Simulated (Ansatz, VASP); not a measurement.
**SiO2: VASP beside Ansatz**

INCAR

```
PREC = Accurate ; ENCUT = 520
EDIFF = 1E-7 ; ISMEAR = -1
SIGMA = 0.03 ; LREAL = F
LASPH = T ; NELM = 80
ALGO = Normal ; ISIF = 2
LWAVE = F ; LCHARG = T
GGA = PS ; LELF = T
LVHAR = T ; NBANDS = 25
```

Contents of KPOINTS:

```
Automatic mesh
0
Gamma
  6 6 9
```

Contents of POSCAR:

```
SiO2
1.0
    4.0947678930      0.0000000000      0.0000000000
    0.0000000000      4.0947678930      0.0000000000
    0.0000000000      0.0000000000      2.6133398208
Si O
2 4
Direct
    0.0000000000      0.0000000000      0.0000000000
    0.5000000000      0.5000000000      0.5000000000
    0.3067000000      0.3067000000      0.0000000000
    0.1933000000      0.8067000000      0.5000000000
    0.6933000000      0.6933000000      0.0000000000
    0.8067000000      0.1933000000      0.5000000000
```

Input for Ansatz:

```yaml
crystal:
  lattice:
    - [4.094767893, 0.0, 0.0]
    - [0.0, 4.094767893, 0.0]
    - [0.0, 0.0, 2.6133398208]
  atoms:
    - { symbol: Si, position: [0.0, 0.0, 0.0] }
    - { symbol: Si, position: [0.5, 0.5, 0.5] }
    - { symbol: O, position: [0.3067, 0.3067, 0.0] }
    - { symbol: O, position: [0.1933, 0.8067, 0.5] }
    - { symbol: O, position: [0.6933, 0.6933, 0.0] }
    - { symbol: O, position: [0.8067, 0.1933, 0.5] }
kpoints:
  mp_grid: { grid: [6, 6, 9] }
  band_path:
    path:
      - [0.0, 0.0, 0.0]
      - [0.0, 0.5, 0.0]
      - [0.5, 0.5, 0.0]
      - [0.0, 0.0, 0.0]
      - [0.0, 0.0, 0.5]
      - [0.0, 0.5, 0.5]
      - [0.5, 0.5, 0.5]
      - [0.0, 0.0, 0.5]
      - [0.0, 0.5, 0.0]
    npoints: 5
scf:
  occupations: { method: fermi_dirac, width: 0.03 }
hamiltonian:
  xc: pbesol
  pseudopotentials: { kind: all_electron, lapw: { basis_error: 0.001 } }
output:
  forces: true
  stress: true
  eigenvalues: true
```

Change from the starting cell: volume scaled by 0.94.

Alike in both runs: task single point; functional PBEsol; k mesh 6 × 6 × 9; occupations fermi-dirac, width 0.03 eV; no spin polarisation.

```csv
,VASP,Ansatz
version,VASP 6.6.1,Ansatz 0.2.0
potentials or method,"VASP PAW PBE potentials, release 64 (Si, O), cutoff 520 eV","all-electron LAPW, scalar-relativistic"
```

Ansatz gave:

```
gap on the k mesh at the Fermi level (eV)                     : 6.72
pressure (GPa)                                                : 27.2
traceless stress, the component that is largest in VASP (GPa) : 3.83
rms of the force components (eV/Å)                            : 0.314
```

Q: Estimate VASP's values.

A: gap on the k mesh at the Fermi level (eV): 6.72; pressure (GPa): 28.3; traceless stress, the component that is largest in VASP (GPa): 4.64; rms of the force components (eV/Å): 0.340.

VASP's potentials were made for PBE, not for PBEsol. Atom by atom the forces differ by 0.026 eV/Å (rms over components). Ansatz ran all-electron here, and VASP with PAW potentials.
